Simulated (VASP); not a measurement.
Write the native input for VASP 6.6.1 that does the following.

- Task: single point
- Functional: LDA
- Potentials or basis: VASP PAW LDA potentials, release 64 (Hf_pv, N)
- Cutoff: 520 eV
- k mesh: 8 × 8 × 12
- Occupations: gaussian, width 0.15 eV
- Spin: no spin polarisation
- Dipole correction: no
- Further INCAR settings: ALGO = Normal; EDIFF = 1e-06; NBANDS = 34

The structure of Hf2N lies in POSCAR:

```
Hf2N
1.0
    5.4359841404      0.0000000000      0.0000000000
    0.0000000000      5.2521585898      0.0000000000
    0.0000000000      0.0000000000      3.2005839592
Hf N
4 2
Direct
    0.3092031779      0.2816036895      0.0000000000
    0.6907968221      0.7183963105      0.0000000000
    0.8092031779      0.2183963105      0.5000000000
    0.1907968221      0.7816036895      0.5000000000
    0.0000000000      0.0000000000      0.0000000000
    0.5000000000      0.5000000000      0.5000000000
```

This cell differs from its parent crystal: atoms displaced along a vibrational mode, the cell strained.

One way to write it, as run:

INCAR

```
SYSTEM = Hf2N
PREC = Accurate ; ENCUT = 520
EDIFF = 1E-6 ; ISMEAR = 0
SIGMA = 0.15 ; LREAL = .FALSE.
LASPH = .TRUE. ; NELM = 60
ALGO = Normal ; ISIF = 2
LWAVE = .FALSE. ; LCHARG = .FALSE.
GGA = CA ; NBANDS = 34
```

KPOINTS

```
regular mesh
0
G
  8 8 12
  0 0 0
```

Potentials or basis: VASP PAW LDA potentials, release 64 (Hf_pv, N).

Command:

```sh
$ cat potpaw_LDA.64/Hf_pv/POTCAR potpaw_LDA.64/N/POTCAR > POTCAR
$ mpirun -np 1 vasp_std > vasp.out
```

It gave:

```
Pressure               : -7.4 GPa
Largest force          : 0.125 eV/Å
Band gap on the k mesh : zero (bands 25 and 26 overlap by 2.50 eV)
```

Caveat: the cell differs from its parent crystal (atoms displaced along a vibrational mode, the cell strained); the cell stands under tension; spin-orbit coupling is left out, which moves the levels of the heavy elements.

Wall time 5.8 min on 1 thread of Intel(R) Xeon(R) Platinum 8488C (Sapphire Rapids) (shared host), peak memory 0.48 GiB.
